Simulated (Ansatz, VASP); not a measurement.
**HfO2 in VASP and in Ansatz**

```
Hf O
1.0
     0.00000    2.47500    2.47500
     2.47500    0.00000    2.47500
     2.47500    2.47500    0.00000
Hf O
1 2
Direct
  0.00000 0.00000 0.00000
  0.22161 0.22161 0.22161
  0.75000 0.75000 0.75000
```

Alike in both runs: task single point; functional PBE; k mesh 3 × 3 × 3; occupations fermi-dirac, width 0.05 eV; no spin polarisation.

|  | VASP | Ansatz |
| --- | --- | --- |
| version | VASP 6.6.1 | Ansatz 0.2 development build |
| potentials or method | VASP PAW PBE potentials, release 64 (Hf_pv, O), cutoff 600 eV | all-electron full-potential LAPW, scalar-relativistic |

|  | VASP | Ansatz | Ansatz less VASP |
| --- | --- | --- | --- |
| rms of the force components (eV/Å) | 2.092 | 2.100 | +0.0080 |

Atom by atom the forces differ by 0.010 eV/Å (rms over components). Ansatz ran all-electron here, and VASP with PAW potentials.

The k mesh is coarse, so the values compare programs but aren't converged. Neither program's run includes spin-orbit coupling.
